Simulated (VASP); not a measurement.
# CuW2 (C2/m) in VASP: a series of runs

The runs below take CuW2 through relaxation of cell and atoms, single point, with PBE.

Program: VASP 6.6.1. These are calculated values, not measurements. Logs are shortened: lines on timing, memory, paths and dates and some standing lists are left out, and cuts for length are marked.

## 1. The cell of the first run

Symmetry: C2/m, No. 12, monoclinic system. The conventional cell has a = 5.936 Å, b = 3.427 Å, c = 5.847 Å, α = 90.00°, β = 109.55°, γ = 90.00°. Cu (site symmetry 2/m) has 6 W at 2.34 to 2.38 Å within 3.1 Å. W (site symmetry m) has 3 Cu at 2.34 to 2.38 Å within 3.1 Å.

## 2. Relaxation of cell and atoms, PBE

Contents of INCAR:

```
PREC = Accurate
ENCUT = 600
EDIFF = 1E-6
ISMEAR = 0
SIGMA = 0.1
LREAL = F
LASPH = T
NELM = 100
ALGO = Normal
ISIF = 3
LWAVE = F
LCHARG = F
GGA = PE
IBRION = 2
NSW = 90
EDIFFG = -0.04
```

Contents of KPOINTS:

```
Automatic mesh
0
Gamma
  6 6 4
```

Contents of POSCAR:

```
CuW2
1.0
    2.9682061721     -1.7132602431      0.0000000000
    2.9682061721      1.7132602431      0.0000000000
   -1.9571141423      0.0000000000      5.5101337625
Cu W
1 2
Direct
    0.0000000000      0.0000000000      0.0000000000
    0.7380000000      0.7380000000      0.2310000000
    0.2620000000      0.2620000000      0.7690000000
```

Potentials or basis: VASP PAW PBE potentials, release 64 (Cu, W_sv).

The run is started by

```
> cat potpaw_PBE.64/Cu/POTCAR potpaw_PBE.64/W_sv/POTCAR > POTCAR
> mpirun -np 1 vasp_std > vasp.out
```

OUTCAR:

```text
PREC = Accurate
   ENCUT = 600
   EDIFF = 1E-6
   ISMEAR = 0
   LREAL = F
   LASPH = T
   NELM = 100
   ISIF = 3
   GGA = PE
   IBRION = 2
   NSW = 90
   EDIFFG = -0.04

 ion  position               nearest neighbor table
   1  0.000  0.000  0.000-   2 2.34   2 2.34   3 2.34   3 2.34   2 2.38   3 2.38
   2  0.738  0.738  0.231-   1 2.34   1 2.34   1 2.38   3 3.19   3 3.24   3 3.24
   3  0.262  0.262  0.769-   1 2.34   1 2.34   1 2.38   2 3.19   2 3.24   2 3.24

  LATTYP: Found a base centered monoclinic cell.
 ALAT       =     5.9364123442
 B/A-ratio  =     0.5772039218
 C/A-ratio  =     0.9850025761
 COS(beta)  =    -0.3346992424

  Lattice vectors:

 A1 = (   2.9682061721,  -1.7132602431,   0.0000000000)
 A2 = (   2.9682061721,   1.7132602431,   0.0000000000)
 A3 = (  -1.9571141423,   0.0000000000,   5.5101337625)

Analysis of symmetry for initial positions (statically):
=====================================================================
 Subroutine PRICEL returns:
 Original cell was already a primitive cell.

 Routine SETGRP: Setting up the symmetry group for a
 base centered monoclinic supercell.

 Subroutine GETGRP returns: Found  4 space group operations
 (whereof  4 operations were pure point group operations)
 out of a pool of  4 trial point group operations.

The static configuration has the point symmetry C_2h.

Analysis of symmetry for dynamics (positions and initial velocities):
=====================================================================
 Subroutine PRICEL returns:
 Original cell was already a primitive cell.

 Routine SETGRP: Setting up the symmetry group for a
 base centered monoclinic supercell.

 Subroutine GETGRP returns: Found  4 space group operations
 (whereof  4 operations were pure point group operations)
 out of a pool of  4 trial point group operations.

The dynamic configuration has the point symmetry C_2h.

 Subroutine INISYM returns: Found  4 space group operations
 (whereof  4 operations are pure point group operations),
 and found     1 'primitive' translations

----------------------------------------------------------------------------------------

                                     Primitive cell

  volume of cell :      56.0415

  direct lattice vectors                    reciprocal lattice vectors
     2.968206172 -1.713260243  0.000000000     0.168451910 -0.291841244  0.059831509
     2.968206172  1.713260243  0.000000000     0.168451910  0.291841244  0.059831509
    -1.957114142  0.000000000  5.510133762     0.000000000  0.000000000  0.181483798

  length of vectors
     3.427172091  3.427172091  5.847381452     0.342238465  0.342238465  0.181483798

  position of ions in fractional coordinates (direct lattice)
     0.000000000  0.000000000  0.000000000
     0.738000000  0.738000000  0.231000000
     0.262000000  0.262000000  0.769000000

  ion indices of the primitive-cell ions
   primitive index   ion index
                 1           1
                 2           2
                 3           3

----------------------------------------------------------------------------------------

 KPOINTS: Automatic mesh

Automatic generation of k-mesh.
 Grid dimensions read from file:
 generate k-points for:    6    6    4

 Generating k-lattice:

  Cartesian coordinates                     Fractional coordinates (reciprocal lattice)
     0.028075318 -0.048640207  0.009971918     0.166666667  0.000000000  0.000000000
     0.028075318  0.048640207  0.009971918     0.000000000  0.166666667  0.000000000
     0.000000000  0.000000000  0.045370949     0.000000000  0.000000000  0.250000000

  Length of vectors
     0.057039744  0.057039744  0.045370949

  Shift w.r.t. Gamma in fractional coordinates (k-lattice)
     0.000000000  0.000000000  0.000000000

 Subroutine IBZKPT returns following result:
 ===========================================

 Found     47 irreducible k-points:

 Following reciprocal coordinates:
            Coordinates               Weight
  0.000000  0.000000  0.000000      1.000000
  0.166667  0.000000  0.000000      4.000000
  0.333333  0.000000  0.000000      4.000000
  0.500000  0.000000  0.000000      2.000000
  0.166667  0.166667  0.000000      2.000000
  0.333333  0.166667  0.000000      4.000000
[... 16 lines left out ...]
 -0.333333  0.166667  0.250000      4.000000
 -0.166667  0.166667  0.250000      4.000000
 [... further k-points ...]
   k-points           NKPTS =     47   k-points in BZ     NKDIM =     47   number of bands    NBANDS=     23
   number of dos      NEDOS =    301   number of ions     NIONS =      3
   total plane-waves  NPLWV =  37632
   dimension x,y,z NGX =    28 NGY =   28 NGZ =   48
   dimension x,y,z NGXF=    56 NGYF=   56 NGZF=   96
   ions per type =               1   2
   NGX,Y,Z   is equivalent  to a cutoff of  13.58, 13.58, 13.65 a.u.
   NGXF,Y,Z  is equivalent  to a cutoff of  27.16, 27.16, 27.29 a.u.
 SYSTEM =  unknown system
   PREC   = accura    normal or accurate (medium, high low for compatibility)
   ISTART =      0    job   : 0-new  1-cont  2-samecut
   ICHARG =      2    charge: 1-file 2-atom 10-const
   ISPIN  =      1    spin polarized calculation?
   LNONCOLLINEAR =      F non collinear calculations
   LSORBIT =      F    spin-orbit coupling
   LASPH  =      T    aspherical Exc in radial PAW
   ENCUT  =  600.0 eV  44.10 Ry    6.64 a.u.   6.84  6.84 11.68*2*pi/ulx,y,z
   NELM   =    100;   NELMIN=  2; NELMDL= -5     # of ELM steps
   EDIFF  = 0.1E-05   stopping-criterion for ELM
   LREAL  =      F    real-space projection
   EDIFFG = -.4E-01   stopping-criterion for IOM
   NSW    =     90    number of steps for IOM
   IBRION =      2    ionic relax: 0-MD 1-quasi-New 2-CG
   NFREE  =      1    steps in history (QN), initial steepest desc. (CG)
   ISIF   =      3    stress and relaxation
   ISYM   =      2    0-nonsym 1-usesym 2-fastsym
   POTIM  = 0.5000    time-step for ionic-motion
   TEBEG  =    0.0;   TEEND  =   0.0 temperature during run
   PSTRESS=    0.0 pullay stress
   NELECT =      39.0000    total number of electrons
   NUPDOWN=      -1.0000    fix difference up-down
   EMIN   =  10.00;   EMAX   =-10.00  energy-range for DOS
   EFERMI =   0.00;   METHOD = LEGACY
   ISMEAR =     0;   SIGMA  =   0.10  broadening in eV -4-tet -1-fermi 0-gaus
   EFERMI_NEDOS =   21; number of points for ismear=-14 and -15
   IALGO  =     38    algorithm
   IMIX   =      4    mixing-type and parameters
     AMIX     =   0.40;   BMIX     =  1.00
     AMIX_MAG =   1.60;   BMIX_MAG =  1.00
  volume/ion in A,a.u.               =      18.68       126.06
  Fermi-wavevector in a.u.,A,eV,Ry     =   1.450752  2.741524 28.635930  2.104681
  Thomas-Fermi vector in A             =   2.568328
   LORBIT       =      0    0 simple, 1 ext, 2 COOP (PROOUT), +10 PAW based schemes
   GGA     = PE    functional components
   LHFCALC =     F    Hartree Fock is set to
   AEXX    =    0.0000 exact exchange contribution
   IVDW    =     0    specifies the selected vdW correction
   LEPSILON=     F    determine dielectric tensor
   LRPA    =     F    only Hartree local field effects (RPA)
 conjugate gradient relaxation of ions
 non-spin polarized calculation
 Gauss-broadening in eV      SIGMA  =   0.10
  energy-cutoff  :      600.00
  volume of cell :       56.04
 maximum number of plane-waves:      1886
   NGX = 13   NGY = 13   NGZ = 23

--------------------------------------- Ionic step        1  -------------------------------------------

 number of electron      39.0000006 magnetization

 Free energy of the ion-electron system (eV)
  ---------------------------------------------------
  ext. energy  EPLUGINS =         0.00000000
  ---------------------------------------------------
  free energy    TOTEN  =       -23.44882898 eV

  energy without entropy =      -23.43076699  energy(sigma->0) =      -23.43979798

------------------------ aborting loop because EDIFF is reached ----------------------------------------

  FORCE on cell =-STRESS in cart. coord.  units (eV):
  Direction    XX          YY          ZZ          XY          YZ          ZX
  --------------------------------------------------------------------------------------
  -------------------------------------------------------------------------------------
  Total       -0.7649677      0.5500447     -3.6212852      0.0000000      0.0000000      0.9655215
  in kB      -21.8697651     15.7253045   -103.5294177      0.0000000      0.0000000     27.6034255
  external PRESSURE =     -36.5579594 kB  Pullay stress =       0.0000000 kB
[... 92 lines left out ...]
  FREE ENERGIE OF THE ION-ELECTRON SYSTEM (eV)
  ---------------------------------------------------
  free  energy   TOTEN  =       -24.2635946061 eV

  energy  without entropy=      -24.2601113407  energy(sigma->0) =      -24.26185297

 E-fermi :   9.9932     XC(G=0): -13.2240

 val. band max:        9.9797576765   @ k =   0.3333   0.0000   0.5000
 cond. band min:      10.0311151050   @ k =  -0.3333   0.5000   0.2500
 fundamental gap:      0.0513574285
 Fermi energy:         9.9932297312

 k-point     1 :       0.0000    0.0000    0.0000
  band No.  band energies     occupation
      1     -64.1282      2.00000
      2     -64.0734      2.00000
      3     -28.6824      2.00000
      4     -28.1095      2.00000
      5     -27.9057      2.00000
      6     -27.7391      2.00000
[... 613 lines left out ...]
     22      12.2171      0.00000
     23      12.6728      0.00000

 [... further k-points ...]

[... ionic steps 4 to 80 ...]

--------------------------------------- Ionic step       81  -------------------------------------------

 number of electron      38.9999995 magnetization

------------------------ aborting loop because EDIFF is reached ----------------------------------------

  FORCE on cell =-STRESS in cart. coord.  units (eV):
  Direction    XX          YY          ZZ          XY          YZ          ZX
  --------------------------------------------------------------------------------------
  -------------------------------------------------------------------------------------
  Total        0.1825144      0.1144745      0.1268796      0.0000000      0.0000000     -0.0698785
  in kB        6.5580474      4.1132579      4.5589963      0.0000000      0.0000000     -2.5108494
  external PRESSURE =       5.0767672 kB  Pullay stress =       0.0000000 kB
[... 59 lines left out ...]
  energy  without entropy=      -28.9627730479  energy(sigma->0) =      -28.96587819

--------------------------------------- Ionic step       83  -------------------------------------------

 number of electron      38.9999996 magnetization

 Free energy of the ion-electron system (eV)
  ---------------------------------------------------
  ext. energy  EPLUGINS =         0.00000000
  ---------------------------------------------------
  free energy    TOTEN  =       -28.96901566 eV

  energy without entropy =      -28.96284129  energy(sigma->0) =      -28.96592847

 E-fermi :  10.0098     XC(G=0): -13.2351

 val. band max:        9.9885737341   @ k =   0.3333   0.0000   0.5000
 cond. band min:      10.0418356410   @ k =  -0.3333   0.5000   0.2500
 fundamental gap:      0.0532619069
 Fermi energy:        10.0097702515

 k-point     1 :       0.0000    0.0000    0.0000
  band No.  band energies     occupation
      1     -64.0999      2.00000
      2     -64.0437      2.00000
      3     -28.6568      2.00000
      4     -28.0762      2.00000
      5     -27.8869      2.00000
      6     -27.7152      2.00000
[... 613 lines left out ...]
     22      12.2492      0.00000
     23      12.7068      0.00000

 [... further k-points ...]
[... 5 lines left out ...]
  --------------------------------------------------------------------------------------
  -------------------------------------------------------------------------------------
  Total       -0.0185566     -0.0763038      0.0786359      0.0000000      0.0000000     -0.0308317
  in kB       -0.6658231     -2.7378332      2.8215096      0.0000000      0.0000000     -1.1062631
  external PRESSURE =      -0.1940489 kB  Pullay stress =       0.0000000 kB
[... 18 lines left out ...]
  FREE ENERGIE OF THE ION-ELECTRON SYSTEM (eV)
  ---------------------------------------------------
  free  energy   TOTEN  =       -28.9690156598 eV

  energy  without entropy=      -28.9628412857  energy(sigma->0) =      -28.96592847

 reached required accuracy - stopping structural energy minimisation
```

Run time: 55 min. Hardware: 1 thread of Intel Xeon Platinum 8259CL at 2.50GHz (Skylake/Cascade Lake), shared host; peak memory 0.27 GiB.

Results:

* Free energy: -28.9690 eV
* Relaxed volume: 14.88 Å³/atom
* Relaxed cell: a = 2.670 Å, b = 2.670 Å, c = 6.800 Å, α = 104.00°, β = 104.00°, γ = 75.42°
* Space group after relaxing (to 0.05 Å): Fmmm (No. 69)
* Energy gained by relaxing: 1840.1 meV/atom
* Ionic steps: 83
* Pressure after relaxing: 0.0 GPa
* Largest force after relaxing: 0.037 eV/Å

Forces in eV/Å, atoms in the order of the input:
```
Cu   0.000  0.000  0.000
W   -0.006  0.000 -0.037
W    0.006  0.000  0.037
```

Stress tensor (GPa, compression positive):
```
-0.07  0.00 -0.11
 0.00 -0.27  0.00
-0.11  0.00  0.28
```

Step by step:
| step | energy change (eV) | largest force (eV/Å) | pressure (GPa) | volume (Å³) |
| --- | --- | --- | --- | --- |
| 1 | 0.0000 | 2.9801 | -3.66 | 56.04 |
| 4 | -1.2556 | 4.4521 | 3.78 | 49.64 |
| 7 | -1.9048 | 4.4795 | 25.97 | 45.11 |
| 10 | -2.4736 | 1.4842 | 25.88 | 45.65 |
| 13 | -3.0815 | 0.6036 | -4.66 | 51.49 |
| 16 | -3.1473 | 0.0586 | -0.50 | 50.47 |
| 19 | -3.1585 | 0.0966 | 0.59 | 50.23 |
| 22 | -3.1834 | 0.2419 | -1.20 | 50.52 |
| 25 | -3.6081 | 1.0136 | 0.88 | 48.71 |
| 28 | -4.3278 | 4.5727 | 30.14 | 42.49 |
| 31 | -4.0648 | 5.4649 | 44.65 | 40.79 |
| 34 | -5.1202 | 0.2445 | -3.45 | 46.52 |
| 37 | -5.1277 | 0.3406 | -1.36 | 46.13 |
| 40 | -5.1873 | 0.2551 | 4.97 | 44.68 |
| 43 | -5.2123 | 0.2843 | -0.19 | 45.47 |
| 46 | -5.2266 | 0.1937 | -0.62 | 45.49 |
| 49 | -5.2304 | 0.3203 | 5.31 | 44.27 |
| 52 | -5.2351 | 0.2668 | 3.01 | 44.69 |
| 55 | -5.2658 | 0.4276 | 4.31 | 44.28 |
| 58 | -5.3357 | 0.9522 | 8.92 | 43.28 |
| 61 | -5.3445 | 1.0282 | 9.56 | 43.14 |
| 64 | -5.3737 | 1.0164 | 7.81 | 43.35 |
| 67 | -5.4369 | 0.6515 | -7.83 | 46.05 |
| 70 | -5.4883 | 0.4273 | -2.02 | 44.93 |
| 73 | -5.5089 | 0.1650 | 0.23 | 44.60 |
| 76 | -5.5165 | 0.1234 | 0.09 | 44.64 |
| 79 | -5.5193 | 0.0510 | 0.16 | 44.65 |
| 82 | -5.5202 | 0.0329 | -0.14 | 44.67 |
| 83 | -5.5202 | 0.0372 | -0.02 | 44.65 |

Final structure:
```
Cu W
1.0
     2.09786   -1.63283   -0.24385
     2.09786    1.63283   -0.24385
    -1.31847    0.00000    6.67106
Cu W
1 2
Cartesian
  0.0000 0.0000 0.0000
  2.3569 0.0000 1.8401
  0.5204 0.0000 4.3433
```

Levels at points of the mesh, in eV from the Fermi level:
```csv
k point,band 17,band 18,band 19,band 20,band 21,band 22,band 23
"(0.00, 0.00, 0.00)",-2.62,-2.33,-1.30,-0.96,0.98,2.45,2.97
"(0.50, 0.00, 0.00)",-2.17,-2.14,-0.61,0.23,2.14,2.21,2.82
"(0.50, 0.50, 0.00)",-2.36,-2.04,1.13,1.44,2.28,4.27,5.48
"(0.00, 0.00, 0.50)",-2.57,-2.47,-1.35,0.47,0.48,2.34,2.93
"(0.50, 0.00, 0.50)",-2.18,-2.10,-0.60,0.19,2.14,2.22,2.80
"(0.50, 0.50, 0.50)",-1.40,0.53,0.55,0.76,1.27,1.96,5.02
```

Caveat: the volume moved by over 15 % at a fixed basis, so the end points are rough; spin-orbit coupling is left out, which moves the levels of the heavy elements.

(Continued in part 2 of 2.)
